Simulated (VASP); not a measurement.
Set up this calculation in VASP 6.6.1, as the native input.

| Property | Result |
| --- | --- |
| Task | relaxation of cell and atoms |
| Functional | PBE |
| Potentials or basis | VASP PAW PBE potentials, release 64 (Ca_sv, B, Pb_d) |
| Cutoff | 600 eV |
| k mesh | 12 × 12 × 6 |
| Occupations | gaussian, width 0.1 eV |
| Spin | no spin polarisation |
| Dipole correction | no |
| Further INCAR settings | ALGO = Fast; EDIFF = 1e-07; IBRION = 2; EDIFFG = -0.01; NSW = 100; ISIF = 3 |

The structure of Ca2BPb lies in POSCAR:

```
Ca2BPb
1.0
    4.0319558670      0.0000000000      0.0000000000
   -2.0159779335      3.4917762078      0.0000000000
    0.0000000000      0.0000000000      8.2230982772
Ca B Pb
2 1 1
Direct
    0.3333333333      0.6666666667      0.7194054966
    0.3333333333      0.6666666667      0.2805945034
    0.6666666667      0.3333333333      0.0000000000
    0.0000000000      0.0000000000      0.0000000000
```

The cell was built from a structure type or drawn by symmetry, and may not be a known phase.

These files were run (other wordings do the same):

INCAR

```
PREC = Accurate
ENCUT = 600
EDIFF = 1E-7
ISMEAR = 0
SIGMA = 0.1
LREAL = False
LASPH = True
NELM = 80
ALGO = Fast
ISIF = 3
LWAVE = False
LCHARG = False
GGA = PE
IBRION = 2
NSW = 100
EDIFFG = -0.01
```

KPOINTS

```
regular mesh
0
Gamma
  12 12 6
```

Potentials or basis: VASP PAW PBE potentials, release 64 (Ca_sv, B, Pb_d).

Run with:

```bash
$ cat potpaw_PBE.64/Ca_sv/POTCAR potpaw_PBE.64/B/POTCAR potpaw_PBE.64/Pb_d/POTCAR > POTCAR
$ mpirun -np 1 vasp_std > vasp.out
```

It gave:

The relaxed volume is 28.76 Å³/atom and the relaxed cell is a = 4.009 Å, b = 4.009 Å, c = 8.267 Å, α = 90.00°, β = 90.00°, γ = 120.00°. The space group after relaxing (to 0.1 Å) is P-6m2 (No. 187), the energy gained by relaxing is 0.5 meV/atom and the ionic steps are 5. The pressure after relaxing is 0.0 GPa and the band gap on the k mesh is zero (an odd number of electrons rules out a gap without spin polarisation).

Caveat: spin-orbit coupling is left out, which moves the levels of the heavy elements.

It took 51 min on 1 thread of Oxide Virtual Turin-like Processor, on a shared host, peak memory 0.44 GiB.
